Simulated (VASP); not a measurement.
Write the native input for VASP 6.6.1 that does the following.

```yaml
Task: single point
Functional: PBE
Potentials_or_basis: VASP PAW PBE potentials, release 64 (Li_sv)
Cutoff: 520 eV
k_mesh: 4 × 4 × 4
Occupations: fermi-dirac, width 0.04 eV
Spin: no spin polarisation
Dipole_correction: no
Further_INCAR_settings: ALGO = Normal; EDIFF = 1e-06; NBANDS = 8
```

The structure of Li lies in POSCAR:

```
Li
1.0
   -1.7546500000      1.7546500000      1.7546500000
    1.7546500000     -1.7546500000      1.7546500000
    1.7546500000      1.7546500000     -1.7546500000
Li
1
Direct
    0.0000000000      0.0000000000      0.0000000000
```

One way to write it, as run:

INCAR

```
  PREC = Accurate
  ENCUT = 520
  EDIFF = 1E-6
  ISMEAR = -1
  SIGMA = 0.04
  LREAL = F
  LASPH = T
  NELM = 60
  ALGO = Normal
  ISIF = 2
  LWAVE = F
  LCHARG = F
  GGA = PE
  NBANDS = 8
```

KPOINTS

```
regular mesh
0
Gamma
  4 4 4
```

Potentials or basis: VASP PAW PBE potentials, release 64 (Li_sv).

Command:

```console
$ cat potpaw_PBE.64/Li_sv/POTCAR > POTCAR
$ mpirun -np 1 vasp_std > vasp.out
```

Wall time 3.3 s on 1 thread of AMD EPYC 7R13, on a shared host, peak memory 0.09 GiB.
